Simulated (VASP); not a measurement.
A run of VASP 6.6.1 is set up as follows.

Contents of INCAR:

```
  ALGO = Normal
  EDIFF = 1E-7
  ENCUT = 520
  GGA = PE
  ISIF = 2
  ISMEAR = -1
  LASPH = True
  LCHARG = False
  LREAL = False
  LWAVE = False
  NBANDS = 13
  NELM = 100
  PREC = Accurate
  SIGMA = 0.05
```

File KPOINTS:

```
k-points
0
Gamma
  16 16 16
```

Contents of POSCAR:

```
AlCo
1.0
    0.0000000000      2.0443506857      2.0443506857
    2.0443506857      0.0000000000      2.0443506857
    2.0443506857      2.0443506857      0.0000000000
Co Al
1 1
Direct
    0.0000000000      0.0000000000      0.0000000000
    0.5000000000      0.5000000000      0.5000000000
```

Potentials or basis: VASP PAW PBE potentials, release 64 (Co, Al).

Launch:

```sh
$ cat potpaw_PBE.64/Co/POTCAR potpaw_PBE.64/Al/POTCAR > POTCAR
$ mpirun -np 1 vasp_std > vasp.out
```

**Question.** What does it give for the pressure?

**Answer.** 151.8 GPa.

**Question.** What does it give for the band gap on the k mesh?

**Answer.** Zero (band 6 reaches 16.00 eV, above the bottom of band 7 at 15.60 eV).

Spin polarisation is off, so any magnetic state and its effect on volume and gap are missing.
